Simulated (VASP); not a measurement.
Input of a VASP 6.6.1 run:

Contents of INCAR:

```
SYSTEM = As
PREC = Accurate
ENCUT = 520
EDIFF = 1E-6
ISMEAR = -1
SIGMA = 0.05
LREAL = .FALSE.
LASPH = .TRUE.
NELM = 60
ALGO = Normal
ISIF = 2
LWAVE = .FALSE.
LCHARG = .FALSE.
NBANDS = 18
```

The input KPOINTS:

```
regular mesh
0
G
  8 8 6
  0 0 0
```

File POSCAR:

```
As
1.0
    1.8607934009     -5.6078705233      0.0000000000
    1.8607934009      5.6078705233      0.0000000000
    0.0000000000      0.0000000000      4.5576693162
As
4
Direct
    0.3900000000      0.6100000000      0.5600000000
    0.8900000000      0.1100000000      0.9400000000
    0.6100000000      0.3900000000      0.4400000000
    0.1100000000      0.8900000000      0.0600000000
```

Potentials or basis: VASP PAW LDA potentials, release 64 (As).

Launch:

```console
$ cat potpaw_LDA.64/As/POTCAR > POTCAR
$ mpirun -np 1 vasp_std > vasp.out
```

(1) What does it give for the largest force?

(2) Estimate the pressure.

Results:

(1) 0.512 eV/Å.

(2) -5.0 GPa.

Caveat: the cell stands under tension.
